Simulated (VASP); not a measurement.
Write the native input for VASP 6.6.1 that does the following.

```yaml
Task: single point
Functional: PBE
Potentials_or_basis: VASP PAW PBE potentials, release 64 (Ce, Hf_pv, O)
Cutoff: 520 eV
k_mesh: 4 × 4 × 2
Occupations: gaussian, width 0.1 eV
Spin: no spin polarisation
Dipole_correction: no
Further_INCAR_settings: ALGO = Normal; EDIFF = 1e-06; NBANDS = 57
```

The structure of CeHf3O8 lies in POSCAR:

```
CeHf3O8
1.0
    3.8551595400      0.0000000000      0.0000000000
    0.0000000000      3.8551595400      0.0000000000
    0.0000000000      0.0000000000     10.9040378000
Ce Hf O
1 3 8
Direct
    0.5000000000      0.5000000000      0.5000000000
    0.0000000000      0.0000000000      0.7500000000
    0.5000000000      0.5000000000      0.0000000000
    0.0000000000      0.0000000000      0.2500000000
    0.5000000000      0.0000000000      0.8750000000
    0.0000000000      0.5000000000      0.1250000000
    0.5000000000      0.0000000000      0.3750000000
    0.0000000000      0.5000000000      0.6250000000
    0.5000000000      0.0000000000      0.1250000000
    0.0000000000      0.5000000000      0.3750000000
    0.5000000000      0.0000000000      0.6250000000
    0.0000000000      0.5000000000      0.8750000000
```

These files were run (other wordings do the same):

INCAR

```
SYSTEM = CeHf3O8
ALGO = Normal ; EDIFF = 1E-6
ENCUT = 520 ; GGA = PE
ISIF = 2 ; ISMEAR = 0
LASPH = .True. ; LCHARG = .True.
LELF = .True. ; LREAL = .False.
LVHAR = .True. ; LWAVE = .False.
NBANDS = 57 ; NELM = 60
PREC = Accurate ; SIGMA = 0.1
```

KPOINTS

```
k-points
0
Gamma
  4 4 2
  0 0 0
```

Potentials or basis: VASP PAW PBE potentials, release 64 (Ce, Hf_pv, O).

Launch:

```console
$ cat potpaw_PBE.64/Ce/POTCAR potpaw_PBE.64/Hf_pv/POTCAR potpaw_PBE.64/O/POTCAR > POTCAR
$ mpirun -np 1 vasp_std > vasp.out
```

It gave:

* Pressure: -25.4 GPa
* Largest force: 1.516 eV/Å
* Band gap on the k mesh: 1.66 eV (least direct gap 1.68 eV)

Caveat: the cell stands under tension; spin-orbit coupling is left out, which moves the levels of the heavy elements; semilocal functionals describe open f shells poorly, which spoils levels, moments and volumes; forces of over 1 eV/Å act on the atoms, so gaps and moduli don't describe the material at rest.

It took 15 min on 1 thread of Intel(R) Xeon(R) Platinum 8375C CPU @ 2.90GHz (Ice Lake), with other jobs on the host, peak memory 0.32 GiB.
